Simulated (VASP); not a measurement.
# HfN (P6_3/mmc) in VASP: single point with PBEsol

Aim: the single point of HfN with PBEsol.

Everything below comes from runs of VASP 6.6.1. Logs are shortened: lines on timing, memory, paths and dates and some standing lists are left out, and cuts for length are marked.

### 1 The cell of the first run

Symmetry: P6_3/mmc, No. 194, hexagonal system. The conventional cell has a = 3.134 Å, b = 3.134 Å, c = 5.417 Å, α = 90.00°, β = 90.00°, γ = 120.00°. Within 3.0 Å of Hf (site symmetry -6m2) lie 6 N at 2.26 Å. Within 3.0 Å of N (site symmetry -3m) lie 6 Hf at 2.26 Å and 2 N at 2.71 Å.

### 2 Single point, PBEsol

The input, INCAR:

```
  PREC = Accurate
  ENCUT = 520
  EDIFF = 1E-7
  ISMEAR = 1
  SIGMA = 0.2
  LREAL = False
  LASPH = True
  NELM = 60
  ALGO = Normal
  ISIF = 2
  LWAVE = False
  LCHARG = True
  GGA = PS
  LELF = True
  LVHAR = True
  NBANDS = 23
  ISYM = 0
```

The input, KPOINTS:

```
Automatic mesh
0
Gamma
  8 8 4
  0.5 0.5 0.5
```

The input, POSCAR:

```
HfN
1.0
    3.1339080000      0.0000000000      0.0000000000
   -1.5669540000      2.7140439411      0.0000000000
    0.0000000000      0.0000000000      5.4167680000
Hf N
2 2
Direct
    0.6666666667      0.3333333333      0.7500000000
    0.3333333333      0.6666666667      0.2500000000
    0.0000000000      0.0000000000      0.0000000000
    0.0000000000      0.0000000000      0.5000000000
```

Potentials or basis: VASP PAW PBE potentials, release 64 (Hf_pv, N).

Launch:

```console
cat potpaw_PBE.64/Hf_pv/POTCAR potpaw_PBE.64/N/POTCAR > POTCAR
mpirun -np 1 vasp_std > vasp.out
```

OUTCAR:

```text
PREC = Accurate
   ENCUT = 520
   EDIFF = 1E-7
   ISMEAR = 1
   LREAL = False
   LASPH = True
   NELM = 60
   ISIF = 2
   GGA = PS
   ISYM = 0

 ion  position               nearest neighbor table
   1  0.667  0.333  0.750-   3 2.26   4 2.26   3 2.26   4 2.26   3 2.26   4 2.26   2 3.26   2 3.26
                             2 3.26   2 3.26   2 3.26   2 3.26
   2  0.333  0.667  0.250-   3 2.26   4 2.26   3 2.26   4 2.26   3 2.26   4 2.26   1 3.26   1 3.26
                             1 3.26   1 3.26   1 3.26   1 3.26
   3  0.000  0.000  0.000-   1 2.26   2 2.26   2 2.26   1 2.26   1 2.26   2 2.26
   4  0.000  0.000  0.500-   1 2.26   2 2.26   2 2.26   1 2.26   1 2.26   2 2.26

IMPORTANT INFORMATION: All symmetrisations will be switched off!
NOSYMM: (Re-)initialisation of all symmetry stuff for point group C_1.

----------------------------------------------------------------------------------------

                                     Primitive cell

  volume of cell :      46.0727

  direct lattice vectors                    reciprocal lattice vectors
     3.133908000  0.000000000  0.000000000     0.319090414  0.184226936  0.000000000
    -1.566954000  2.714043941  0.000000000     0.000000000  0.368453872  0.000000000
     0.000000000  0.000000000  5.416768000     0.000000000  0.000000000  0.184611931

  length of vectors
     3.133908000  3.133908000  5.416768000     0.368453872  0.368453872  0.184611931

  position of ions in fractional coordinates (direct lattice)
     0.666666667  0.333333333  0.750000000
     0.333333333  0.666666667  0.250000000
     0.000000000  0.000000000  0.000000000
     0.000000000  0.000000000  0.500000000

  ion indices of the primitive-cell ions
   primitive index   ion index
                 1           1
                 2           2
                 3           3
                 4           4

----------------------------------------------------------------------------------------

 KPOINTS: Automatic mesh

Automatic generation of k-mesh.
 Grid dimensions read from file:
 generate k-points for:    8    8    4

 Generating k-lattice:

  Cartesian coordinates                     Fractional coordinates (reciprocal lattice)
     0.039886302  0.023028367  0.000000000     0.125000000  0.000000000  0.000000000
     0.000000000  0.046056734  0.000000000     0.000000000  0.125000000  0.000000000
     0.000000000  0.000000000  0.046152983     0.000000000  0.000000000  0.250000000

  Length of vectors
     0.046056734  0.046056734  0.046152983

  Shift w.r.t. Gamma in fractional coordinates (k-lattice)
     0.500000000  0.500000000  0.500000000

 Subroutine IBZKPT returns following result:
 ===========================================

 Found    384 irreducible k-points:

 Following reciprocal coordinates:
            Coordinates               Weight
  0.062500  0.062500  0.125000      2.000000
 -0.062500  0.125000  0.125000      2.000000
 -0.125000  0.062500  0.125000      2.000000
 -0.062500 -0.062500  0.125000      2.000000
  0.062500 -0.125000  0.125000      2.000000
  0.125000 -0.062500  0.125000      2.000000
[... 16 lines left out ...]
  0.062500 -0.375000  0.125000      2.000000
  0.375000 -0.312500  0.125000      2.000000
 [... further k-points ...]
   k-points           NKPTS =    384   k-points in BZ     NKDIM =    384   number of bands    NBANDS=     23
   number of dos      NEDOS =    301   number of ions     NIONS =      4
   total plane-waves  NPLWV =  23040
   dimension x,y,z NGX =    24 NGY =   24 NGZ =   40
   dimension x,y,z NGXF=    48 NGYF=   48 NGZF=   80
   ions per type =               2   2
   NGX,Y,Z   is equivalent  to a cutoff of  12.73, 12.73, 12.28 a.u.
   NGXF,Y,Z  is equivalent  to a cutoff of  25.46, 25.46, 24.55 a.u.
 SYSTEM =  unknown system
   PREC   = accura    normal or accurate (medium, high low for compatibility)
   ISTART =      0    job   : 0-new  1-cont  2-samecut
   ICHARG =      2    charge: 1-file 2-atom 10-const
   ISPIN  =      1    spin polarized calculation?
   LNONCOLLINEAR =      F non collinear calculations
   LSORBIT =      F    spin-orbit coupling
   LASPH  =      T    aspherical Exc in radial PAW
   ENCUT  =  520.0 eV  38.22 Ry    6.18 a.u.   5.83  5.83 10.07*2*pi/ulx,y,z
   NELM   =     60;   NELMIN=  2; NELMDL= -5     # of ELM steps
   EDIFF  = 0.1E-06   stopping-criterion for ELM
   LREAL  =      F    real-space projection
   EDIFFG = 0.1E-05   stopping-criterion for IOM
   NSW    =      0    number of steps for IOM
   IBRION =     -1    ionic relax: 0-MD 1-quasi-New 2-CG
   NFREE  =      0    steps in history (QN), initial steepest desc. (CG)
   ISIF   =      2    stress and relaxation
   ISYM   =      0    0-nonsym 1-usesym 2-fastsym
   POTIM  = 0.5000    time-step for ionic-motion
   TEBEG  =    0.0;   TEEND  =   0.0 temperature during run
   PSTRESS=    0.0 pullay stress
   NELECT =      30.0000    total number of electrons
   NUPDOWN=      -1.0000    fix difference up-down
   EMIN   =  10.00;   EMAX   =-10.00  energy-range for DOS
   EFERMI =   0.00;   METHOD = LEGACY
   ISMEAR =     1;   SIGMA  =   0.20  broadening in eV -4-tet -1-fermi 0-gaus
   EFERMI_NEDOS =   21; number of points for ismear=-14 and -15
   IALGO  =     38    algorithm
   IMIX   =      4    mixing-type and parameters
     AMIX     =   0.40;   BMIX     =  1.00
     AMIX_MAG =   1.60;   BMIX_MAG =  1.00
  volume/ion in A,a.u.               =      11.52        77.73
  Fermi-wavevector in a.u.,A,eV,Ry     =   1.418951  2.681429 27.394277  2.013423
  Thomas-Fermi vector in A             =   2.540023
   LORBIT       =      0    0 simple, 1 ext, 2 COOP (PROOUT), +10 PAW based schemes
   GGA     = PS    functional components
   LHFCALC =     F    Hartree Fock is set to
   AEXX    =    0.0000 exact exchange contribution
   IVDW    =     0    specifies the selected vdW correction
   LEPSILON=     F    determine dielectric tensor
   LRPA    =     F    only Hartree local field effects (RPA)
 non-spin polarized calculation
 Methfessel and Paxton  Order N= 1 SIGMA  =   0.20
  energy-cutoff  :      520.00
  volume of cell :       46.07
 maximum number of plane-waves:      1254
   NGX = 11   NGY = 11   NGZ = 21

 number of electron      30.0000001 magnetization

 Free energy of the ion-electron system (eV)
  ---------------------------------------------------
  ext. energy  EPLUGINS =         0.00000000
  ---------------------------------------------------
  free energy    TOTEN  =       -45.84865073 eV

  energy without entropy =      -45.84702620  energy(sigma->0) =      -45.84810922

 E-fermi :   7.9352     XC(G=0): -12.9029

 val. band max:        7.9154440702   @ k =  -0.1250   0.0625   0.1250
 cond. band min:       7.9513294737   @ k =  -0.3750  -0.3125   0.3750
 fundamental gap:      0.0358854035
 Fermi energy:         7.9351665339

 k-point     1 :       0.0625    0.0625    0.1250
  band No.  band energies     occupation
      1     -23.8097      2.00000
      2     -23.0582      2.00000
      3     -22.9953      2.00000
      4     -22.9620      2.00000
      5     -22.9096      2.00000
      6     -22.8638      2.00000
[... 15 lines left out ...]
     22      12.7697      0.00000
     23      12.9328      0.00000

 k-point     2 :      -0.0625    0.1250    0.1250
  band No.  band energies     occupation
      1     -23.8097      2.00000
      2     -23.0582      2.00000
      3     -22.9953      2.00000
      4     -22.9620      2.00000
      5     -22.9096      2.00000
      6     -22.8638      2.00000
[... 15 lines left out ...]
     22      12.7697      0.00000
     23      12.9328      0.00000

 k-point     3 :      -0.1250    0.0625    0.1250
  band No.  band energies     occupation
      1     -23.8097      2.00000
      2     -23.0582      2.00000
      3     -22.9953      2.00000
      4     -22.9620      2.00000
      5     -22.9096      2.00000
      6     -22.8638      2.00000
[... 15 lines left out ...]
     22      12.7697      0.00000
     23      12.9328      0.00000

 k-point     4 :      -0.0625   -0.0625    0.1250
  band No.  band energies     occupation
      1     -23.8097      2.00000
      2     -23.0582      2.00000
      3     -22.9953      2.00000
      4     -22.9620      2.00000
      5     -22.9096      2.00000
      6     -22.8638      2.00000
[... 15 lines left out ...]
     22      12.7697      0.00000
     23      12.9328      0.00000

 k-point     5 :       0.0625   -0.1250    0.1250
  band No.  band energies     occupation
      1     -23.8097      2.00000
      2     -23.0582      2.00000
      3     -22.9953      2.00000
      4     -22.9620      2.00000
      5     -22.9096      2.00000
      6     -22.8638      2.00000
[... 15 lines left out ...]
     22      12.7697      0.00000
     23      12.9328      0.00000

 k-point     6 :       0.1250   -0.0625    0.1250
  band No.  band energies     occupation
      1     -23.8097      2.00000
      2     -23.0582      2.00000
      3     -22.9953      2.00000
      4     -22.9620      2.00000
      5     -22.9096      2.00000
      6     -22.8638      2.00000
[... 15 lines left out ...]
     22      12.7697      0.00000
     23      12.9328      0.00000

 k-point     7 :       0.1875    0.0625    0.1250
  band No.  band energies     occupation
      1     -23.6941      2.00000
      2     -23.2833      2.00000
      3     -23.2061      2.00000
      4     -23.0443      2.00000
      5     -23.0001      2.00000
      6     -22.9092      2.00000
[... 353 lines left out ...]
     22      13.6980      0.00000
     23      13.8678      0.00000

 k-point    21 :      -0.3750    0.3125    0.1250
  band No.  band energies     occupation
      1     -23.6353      2.00000
      2     -23.5217      2.00000
      3     -23.4302      2.00000
      4     -23.1081      2.00000
      5     -23.0767      2.00000
      6     -22.9634      2.00000
[... 15 lines left out ...]
     22      13.6980      0.00000
     23      13.8678      0.00000

 k-point    22 :      -0.3125   -0.0625    0.1250
  band No.  band energies     occupation
      1     -23.6353      2.00000
      2     -23.5217      2.00000
      3     -23.4302      2.00000
      4     -23.1081      2.00000
      5     -23.0767      2.00000
      6     -22.9634      2.00000
[... 15 lines left out ...]
     22      13.6980      0.00000
     23      13.8678      0.00000

 k-point    23 :       0.0625   -0.3750    0.1250
  band No.  band energies     occupation
      1     -23.6353      2.00000
      2     -23.5217      2.00000
      3     -23.4302      2.00000
      4     -23.1081      2.00000
      5     -23.0767      2.00000
      6     -22.9634      2.00000
[... 15 lines left out ...]
     22      13.6980      0.00000
     23      13.8678      0.00000

 k-point    24 :       0.3750   -0.3125    0.1250
  band No.  band energies     occupation
      1     -23.6353      2.00000
      2     -23.5217      2.00000
      3     -23.4302      2.00000
      4     -23.1081      2.00000
      5     -23.0767      2.00000
      6     -22.9634      2.00000
[... 15 lines left out ...]
     22      13.6980      0.00000
     23      13.8678      0.00000

 [... further k-points ...]
[... 5 lines left out ...]
  --------------------------------------------------------------------------------------
  -------------------------------------------------------------------------------------
  Total       -1.2303142     -1.2303132     -1.4495532      0.0000010      0.0000004     -0.0000006
  in kB      -42.7841852    -42.7841493    -50.4082221      0.0000357      0.0000123     -0.0000205
  external PRESSURE =     -45.3255189 kB  Pullay stress =       0.0000000 kB

 VOLUME and BASIS-vectors are now :
 -----------------------------------------------------------------------------
  energy-cutoff  :      520.00
  volume of cell :       46.07
      direct lattice vectors                 reciprocal lattice vectors
     3.133908000  0.000000000  0.000000000     0.319090414  0.184226936  0.000000000
    -1.566954000  2.714043941  0.000000000     0.000000000  0.368453872  0.000000000
     0.000000000  0.000000000  5.416768000     0.000000000  0.000000000  0.184611931

 POSITION                                       TOTAL-FORCE (eV/Angst)
 -----------------------------------------------------------------------------------
      1.56695      0.90468      4.06258        -0.000000      0.000000     -0.000004
     -0.00000      1.80936      1.35419         0.000000     -0.000000      0.000008
      0.00000      0.00000      0.00000        -0.000000     -0.000000     -0.000014
      0.00000      0.00000      2.70838         0.000000      0.000000      0.000010
 -----------------------------------------------------------------------------------
    total drift:                               -0.000000     -0.000001     -0.000004

  FREE ENERGIE OF THE ION-ELECTRON SYSTEM (eV)
  ---------------------------------------------------
  free  energy   TOTEN  =       -45.8486507308 eV

  energy  without entropy=      -45.8470261977  energy(sigma->0) =      -45.84810922
```

Wall time 5.1 min (1 thread of Intel Xeon Platinum 8375C at 2.90GHz (Ice Lake), shared host); peak memory 0.43 GiB.

What came out:

* Free energy: -45.8487 eV
* Pressure: -4.5 GPa
* Band gap on the k mesh: zero (bands 15 and 16 overlap by 1.08 eV)

Caveat: the cell stands under tension; the PAW data sets were made with another functional, which shifts forces and pressure a little; spin-orbit coupling is left out, which moves the levels of the heavy elements.

The gap in the log of VASP goes by the Fermi energy; the results here count the filled bands.